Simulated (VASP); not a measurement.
# NaH (Immm) in VASP: a series of runs

The runs below take NaH through single point, with r2SCAN.

Program: VASP 6.6.1. These are calculated values, not measurements. Logs are shortened: lines on timing, memory, paths and dates and some standing lists are left out, and cuts for length are marked.

### 1 The cell of the first run

It takes space group Immm (No. 71, orthorhombic). Conventional cell: a = 3.263 Å, b = 3.517 Å, c = 4.878 Å, α = 90.00°, β = 90.00°, γ = 90.00°. Na (site symmetry mmm) has 6 H at 2.40 to 2.44 Å and 12 Na at 3.26 to 3.52 Å within 3.6 Å. H (site symmetry mmm) has 6 Na at 2.40 to 2.44 Å and 12 H at 3.26 to 3.52 Å within 3.6 Å.

### 2 Single point, r2SCAN (engineering shear strain xy -0.0750, normal strain along z +0.0175)

File POSCAR:

```
NaH
1.0
   -0.0898886864      2.3970316378      2.4389796915
    2.3970316378     -0.0898886864      2.4389796915
    2.3071429514      2.3071429514      0.0000000000
Na H
1 1
Direct
    0.0000000000      0.0000000000      0.0000000000
    0.5000000000      0.5000000000      0.5000000000
```

File INCAR.step1:

```
SYSTEM = NaH
PREC     = Accurate       ! precision mode
ENCUT    = 520            ! plane-wave cutoff, eV
ISMEAR   = -1             ! smearing method
SIGMA    = 0.2            ! smearing width, eV
LREAL    = .False.        ! projectors in reciprocal space
LASPH    = .True.         ! aspherical terms in the spheres
NELM     = 60             ! most SCF steps
NBANDS   = 11             ! bands
GGA      = PE             ! functional
ALGO     = Normal         ! electronic algorithm
EDIFF    = 1E-4           ! SCF threshold, eV
LWAVE    = .True.         ! write WAVECAR
LCHARG   = .False.        ! write CHGCAR
```

File INCAR.step2:

```
SYSTEM = NaH
PREC     = Accurate       ! precision mode
ENCUT    = 520            ! plane-wave cutoff, eV
EDIFF    = 1E-6           ! SCF threshold, eV
ISMEAR   = -1             ! smearing method
SIGMA    = 0.2            ! smearing width, eV
LREAL    = .False.        ! projectors in reciprocal space
LASPH    = .True.         ! aspherical terms in the spheres
NELM     = 60             ! most SCF steps
ALGO     = Normal         ! electronic algorithm
ISIF     = 2              ! what is computed and relaxed
LWAVE    = .False.        ! write WAVECAR
LCHARG   = .False.        ! write CHGCAR
METAGGA  = R2SCAN         ! meta-GGA
LMIXTAU  = .True.       
NBANDS   = 11             ! bands
ISTART   = 1
```

File KPOINTS:

```
Automatic mesh
0
Gamma
  8 8 8
  0 0 0
```

Potentials or basis: VASP PAW PBE potentials, release 64 (Na_pv, H).

On the command line:

```
> cat potpaw_PBE.64/Na_pv/POTCAR potpaw_PBE.64/H/POTCAR > POTCAR
> cp INCAR.step1 INCAR
> mpirun -np 1 vasp_std > vasp.out
> cp INCAR.step2 INCAR
> mpirun -np 1 vasp_std > vasp.out
```

OUTCAR:

```text
SYSTEM = NaH
   PREC = Accurate
   ENCUT = 520
   EDIFF = 1E-6
   ISMEAR = -1
   LREAL = .False.
   LASPH = .True.
   NELM = 60
   ISIF = 2
   METAGGA = R2SCAN
   ISTART = 1

 ion  position               nearest neighbor table
   1  0.000  0.000  0.000-
   2  0.500  0.500  0.500-

  LATTYP: Found a body centered orthorhombic cell.
 ALAT       =     3.2627928522
 B/A-ratio  =     1.0779220779
 C/A-ratio  =     1.4950257659

  Lattice vectors:

 A1 = (   0.0898886864,  -2.3970316378,  -2.4389796915)
 A2 = (  -0.0898886864,   2.3970316378,  -2.4389796915)
 A3 = (   2.3970316378,  -0.0898886864,   2.4389796915)

Analysis of symmetry for initial positions (statically):
=====================================================================
 Subroutine PRICEL returns:
 Original cell was already a primitive cell.

 Routine SETGRP: Setting up the symmetry group for a
 body centered orthorhombic supercell.

 Subroutine GETGRP returns: Found  8 space group operations
 (whereof  8 operations were pure point group operations)
 out of a pool of  8 trial point group operations.

The static configuration has the point symmetry D_2h.

Analysis of symmetry for dynamics (positions and initial velocities):
=====================================================================
 Subroutine PRICEL returns:
 Original cell was already a primitive cell.

 Routine SETGRP: Setting up the symmetry group for a
 body centered orthorhombic supercell.

 Subroutine GETGRP returns: Found  8 space group operations
 (whereof  8 operations were pure point group operations)
 out of a pool of  8 trial point group operations.

The dynamic configuration has the point symmetry D_2h.

 Subroutine INISYM returns: Found  8 space group operations
 (whereof  8 operations are pure point group operations),
 and found     1 'primitive' translations

----------------------------------------------------------------------------------------

                                     Primitive cell

  volume of cell :      27.9882

  direct lattice vectors                    reciprocal lattice vectors
    -0.089888686  2.397031638  2.438979692    -0.201051877  0.201051877  0.205003757
     2.397031638 -0.089888686  2.438979692     0.201051877 -0.201051877  0.205003757
     2.307142951  2.307142951  0.000000000     0.216718257  0.216718257 -0.205003757

  length of vectors
     3.420886228  3.420886228  3.262792852     0.350528537  0.350528537  0.368727740

  position of ions in fractional coordinates (direct lattice)
     0.000000000  0.000000000  0.000000000
     0.500000000  0.500000000  0.500000000

  ion indices of the primitive-cell ions
   primitive index   ion index
                 1           1
                 2           2

----------------------------------------------------------------------------------------

 KPOINTS: Automatic mesh

Automatic generation of k-mesh.
 Grid dimensions read from file:
 generate k-points for:    8    8    8

 Generating k-lattice:

  Cartesian coordinates                     Fractional coordinates (reciprocal lattice)
    -0.025131485  0.025131485  0.025625470     0.125000000 -0.000000000  0.000000000
     0.025131485 -0.025131485  0.025625470    -0.000000000  0.125000000  0.000000000
     0.027089782  0.027089782 -0.025625470     0.000000000  0.000000000  0.125000000

  Length of vectors
     0.043816067  0.043816067  0.046090968

  Shift w.r.t. Gamma in fractional coordinates (k-lattice)
     0.000000000  0.000000000  0.000000000

 Subroutine IBZKPT returns following result:
 ===========================================

 Found     95 irreducible k-points:

 Following reciprocal coordinates:
            Coordinates               Weight
  0.000000  0.000000  0.000000      1.000000
  0.125000  0.000000  0.000000      4.000000
  0.250000  0.000000  0.000000      4.000000
  0.375000  0.000000  0.000000      4.000000
  0.500000  0.000000  0.000000      2.000000
  0.125000  0.125000  0.000000      2.000000
[... 16 lines left out ...]
  0.125000  0.000000  0.125000      4.000000
  0.250000  0.000000  0.125000      8.000000
 [... further k-points ...]
   k-points           NKPTS =     95   k-points in BZ     NKDIM =     95   number of bands    NBANDS=     11
   number of dos      NEDOS =    301   number of ions     NIONS =      2
   total plane-waves  NPLWV =  18816
   dimension x,y,z NGX =    28 NGY =   28 NGZ =   24
   dimension x,y,z NGXF=    56 NGYF=   56 NGZF=   48
   ions per type =               1   1
   NGX,Y,Z   is equivalent  to a cutoff of  13.61, 13.61, 12.23 a.u.
   NGXF,Y,Z  is equivalent  to a cutoff of  27.21, 27.21, 24.46 a.u.
 SYSTEM =  NaH
   PREC   = accura    normal or accurate (medium, high low for compatibility)
   ISTART =      1    job   : 0-new  1-cont  2-samecut
   ICHARG =      0    charge: 1-file 2-atom 10-const
   ISPIN  =      1    spin polarized calculation?
   LNONCOLLINEAR =      F non collinear calculations
   LSORBIT =      F    spin-orbit coupling
   LASPH  =      T    aspherical Exc in radial PAW
   ENCUT  =  520.0 eV  38.22 Ry    6.18 a.u.   6.36  6.36  6.07*2*pi/ulx,y,z
   NELM   =     60;   NELMIN=  2; NELMDL=  0     # of ELM steps
   EDIFF  = 0.1E-05   stopping-criterion for ELM
   LREAL  =      F    real-space projection
   EDIFFG = 0.1E-04   stopping-criterion for IOM
   NSW    =      0    number of steps for IOM
   IBRION =     -1    ionic relax: 0-MD 1-quasi-New 2-CG
   NFREE  =      0    steps in history (QN), initial steepest desc. (CG)
   ISIF   =      2    stress and relaxation
   ISYM   =      2    0-nonsym 1-usesym 2-fastsym
   POTIM  = 0.5000    time-step for ionic-motion
   TEBEG  =    0.0;   TEEND  =   0.0 temperature during run
   PSTRESS=    0.0 pullay stress
   NELECT =       8.0000    total number of electrons
   NUPDOWN=      -1.0000    fix difference up-down
   EMIN   =  10.00;   EMAX   =-10.00  energy-range for DOS
   EFERMI =   0.00;   METHOD = LEGACY
   ISMEAR =    -1;   SIGMA  =   0.20  broadening in eV -4-tet -1-fermi 0-gaus
   EFERMI_NEDOS =   21; number of points for ismear=-14 and -15
   IALGO  =     38    algorithm
   IMIX   =      4    mixing-type and parameters
     AMIX     =   0.40;   BMIX     =  1.00
     AMIX_MAG =   1.60;   BMIX_MAG =  1.00
  volume/ion in A,a.u.               =      13.99        94.44
  Fermi-wavevector in a.u.,A,eV,Ry     =   1.078400  2.037881 15.822855  1.162947
  Thomas-Fermi vector in A             =   2.214338
   LORBIT       =      0    0 simple, 1 ext, 2 COOP (PROOUT), +10 PAW based schemes
   METAGGA = R2SCAN    functional components
   LHFCALC =     F    Hartree Fock is set to
   AEXX    =    0.0000 exact exchange contribution
   IVDW    =     0    specifies the selected vdW correction
   LEPSILON=     F    determine dielectric tensor
   LRPA    =     F    only Hartree local field effects (RPA)
 non-spin polarized calculation
  energy-cutoff  :      520.00
  volume of cell :       27.99
 maximum number of plane-waves:       764
 NGX is ok and might be reduce to    28
   NGX = 13   NGY = 13   NGZ = 13

 number of electron       8.0000011 magnetization

 Free energy of the ion-electron system (eV)
  ---------------------------------------------------
  ext. energy  EPLUGINS =         0.00000000
  ---------------------------------------------------
  free energy    TOTEN  =        -7.58899181 eV

  energy without entropy =       -7.58898124  energy(sigma->0) =       -7.58898652

 E-fermi :   0.9184     XC(G=0):  -8.1689

 val. band max:       -1.3879734287   @ k =  -0.2500   0.2500   0.5000
 cond. band min:       2.7325689561   @ k =   0.5000   0.0000   0.0000
 fundamental gap:      4.1205423849
 Fermi energy:         0.9184018467

 k-point     1 :       0.0000    0.0000    0.0000
  band No.  band energies     occupation
      1     -24.3320      2.00000
      2     -24.3313      2.00000
      3     -24.3193      2.00000
      4      -4.9986      2.00000
      5       9.9977      0.00000
      6      14.1444      0.00000
      7      15.0446      0.00000
      8      15.0715      0.00000
      9      15.4145      0.00000
     10      15.9599      0.00000
     11      16.8889      0.00000

 k-point     2 :       0.1250    0.0000    0.0000
  band No.  band energies     occupation
      1     -24.3398      2.00000
      2     -24.3331      2.00000
      3     -24.3248      2.00000
      4      -4.7411      2.00000
      5       8.7881      0.00000
      6      12.1393      0.00000
      7      13.9964      0.00000
      8      15.1460      0.00000
      9      16.2114      0.00000
     10      17.6340      0.00000
     11      17.6840      0.00000

 k-point     3 :       0.2500    0.0000    0.0000
  band No.  band energies     occupation
      1     -24.3678      2.00000
      2     -24.3365      2.00000
      3     -24.3294      2.00000
      4      -4.0137      2.00000
      5       6.1596      0.00000
      6      11.1109      0.00000
      7      13.1353      0.00000
      8      14.2510      0.00000
      9      16.9184      0.00000
     10      17.8092      0.00000
     11      18.4722      0.00000

 k-point     4 :       0.3750    0.0000    0.0000
  band No.  band energies     occupation
      1     -24.3971      2.00000
      2     -24.3398      2.00000
      3     -24.3323      2.00000
      4      -3.0161      2.00000
      5       3.7953      0.00000
      6      10.6735      0.00000
      7      12.5632      0.00000
      8      13.6672      0.00000
      9      16.5091      0.00000
     10      17.3973      0.00000
     11      19.0633      0.00000
[... 239 lines left out ...]
 k-point    22 :      -0.0000   -0.0000    0.1250
  band No.  band energies     occupation
      1     -24.3465      2.00000
      2     -24.3343      2.00000
      3     -24.3205      2.00000
      4      -4.7110      2.00000
      5       9.1836      0.00000
      6      12.5986      0.00000
      7      13.3618      0.00000
      8      14.4283      0.00000
      9      16.0980      0.00000
     10      16.3751      0.00000
     11      17.6152      0.00000

 k-point    23 :       0.1250    0.0000    0.1250
  band No.  band energies     occupation
      1     -24.3445      2.00000
      2     -24.3358      2.00000
      3     -24.3252      2.00000
      4      -4.6324      2.00000
      5       8.9015      0.00000
      6      12.2818      0.00000
      7      13.0014      0.00000
      8      13.6463      0.00000
      9      16.1871      0.00000
     10      18.1082      0.00000
     11      18.2237      0.00000

 k-point    24 :       0.2500    0.0000    0.1250
  band No.  band energies     occupation
      1     -24.3583      2.00000
      2     -24.3413      2.00000
      3     -24.3340      2.00000
      4      -4.0719      2.00000
      5       7.0458      0.00000
      6      10.2581      0.00000
      7      12.2712      0.00000
      8      14.7280      0.00000
      9      15.7987      0.00000
     10      18.6140      0.00000
     11      19.6297      0.00000

 [... further k-points ...]

------------------------ aborting loop because EDIFF is reached ----------------------------------------

  FORCE on cell =-STRESS in cart. coord.  units (eV):
  Direction    XX          YY          ZZ          XY          YZ          ZX
  --------------------------------------------------------------------------------------
  -------------------------------------------------------------------------------------
  Total       -0.0653363     -0.0653363     -0.1965455      0.3350337      0.0000000      0.0000000
  in kB       -3.7401634     -3.7401634    -11.2512101     19.1789340      0.0000000      0.0000000
  external PRESSURE =      -6.2438456 kB  Pullay stress =       0.0000000 kB

 VOLUME and BASIS-vectors are now :
 -----------------------------------------------------------------------------
  energy-cutoff  :      520.00
  volume of cell :       27.99
      direct lattice vectors                 reciprocal lattice vectors
    -0.089888686  2.397031638  2.438979692    -0.201051877  0.201051877  0.205003757
     2.397031638 -0.089888686  2.438979692     0.201051877 -0.201051877  0.205003757
     2.307142951  2.307142951  0.000000000     0.216718257  0.216718257 -0.205003757

 POSITION                                       TOTAL-FORCE (eV/Angst)
 -----------------------------------------------------------------------------------
      0.00000      0.00000      0.00000         0.000000      0.000000     -0.000000
      2.30714      2.30714      2.43898        -0.000000      0.000000      0.000000
 -----------------------------------------------------------------------------------
    total drift:                                0.000000      0.000000     -0.000000

  FREE ENERGIE OF THE ION-ELECTRON SYSTEM (eV)
  ---------------------------------------------------
  free  energy   TOTEN  =        -7.5889918061 eV

  energy  without entropy=       -7.5889812398  energy(sigma->0) =       -7.58898652
```

It took 50 s on 1 thread of Intel Xeon 6975P-C (Granite Rapids), shared host; peak memory 0.16 GiB.

What came out:

```
Free energy            : -7.5890 eV
Pressure               : -0.6 GPa
Band gap on the k mesh : 4.12 eV (least direct gap 5.16 eV)
```

Stress tensor (GPa, compression positive):
```
-0.37  1.92  0.00
 1.92 -0.37  0.00
 0.00  0.00 -1.13
```

Caveat: the cell differs from its parent crystal (engineering shear strain xy -0.0750, normal strain along z +0.0175); the PAW data sets were made with another functional, which shifts forces and pressure a little.

### 3 Single point, r2SCAN (engineering shear strain xy -0.1500, normal strain along z +0.0350)

File POSCAR:

```
NaH
1.0
   -0.1797773728      2.3970316378      2.4809277451
    2.3970316378     -0.1797773728      2.4809277451
    2.2172542650      2.2172542650      0.0000000000
Na H
1 1
Direct
    0.0000000000      0.0000000000      0.0000000000
    0.5000000000      0.5000000000      0.5000000000
```

File INCAR.step1:

```
PREC = Accurate
ENCUT = 520
ISMEAR = -1
SIGMA = 0.2
LREAL = F
LASPH = T
NELM = 80
NBANDS = 11
GGA = PE
ALGO = Normal
EDIFF = 1E-4
LWAVE = T
LCHARG = F
```

File INCAR.step2:

```
PREC = Accurate
ENCUT = 520
EDIFF = 1E-7
ISMEAR = -1
SIGMA = 0.2
LREAL = F
LASPH = T
NELM = 80
ALGO = Normal
ISIF = 2
LWAVE = F
LCHARG = F
METAGGA = R2SCAN
LMIXTAU = T
NBANDS = 11
ISTART = 1
```

File KPOINTS:

```
regular mesh
0
Gamma
  8 8 8
```

Potentials or basis: VASP PAW PBE potentials, release 64 (Na_pv, H).

On the command line:

```
> cat potpaw_PBE.64/Na_pv/POTCAR potpaw_PBE.64/H/POTCAR > POTCAR
> cp INCAR.step1 INCAR
> mpirun -np 1 vasp_std > vasp.out
> cp INCAR.step2 INCAR
> mpirun -np 1 vasp_std > vasp.out
```

Wall time 58 s (1 thread of Intel Xeon 6975P-C (Granite Rapids), shared host); peak memory 0.16 GiB.

The run converged. Its results:

```
Free energy            : -7.5463 eV
Pressure               : -0.8 GPa
Band gap on the k mesh : 3.79 eV (least direct gap 5.05 eV)
```

Stress tensor (GPa, compression positive):
```
-0.27  3.80  0.00
 3.80 -0.27  0.00
 0.00  0.00 -1.96
```

Levels at points of the mesh, in eV from the valence-band top:
```
           k point  band 1  band 2  band 3  band 4  band 5  band 6  band 7  band 8
(0.00, 0.00, 0.00)  -23.11  -23.11  -23.09   -3.66   10.93   14.56   15.42   15.81
(0.50, 0.00, 0.00)  -23.17  -23.12  -23.10   -1.26    3.79   11.85   13.36   15.74
(0.50, 0.50, 0.00)  -23.18  -23.13  -23.12   -0.44    4.74    9.72   10.16   13.67
(0.00, 0.00, 0.50)  -23.23  -23.13  -23.09   -0.57    4.71   11.02   12.73   13.57
(0.50, 0.00, 0.50)  -23.22  -23.13  -23.11   -0.14    5.26   10.48   11.12   11.16
```

Caveat: the cell differs from its parent crystal (engineering shear strain xy -0.1500, normal strain along z +0.0350); the PAW data sets were made with another functional, which shifts forces and pressure a little.

(Part 1 of 2 ends here.)
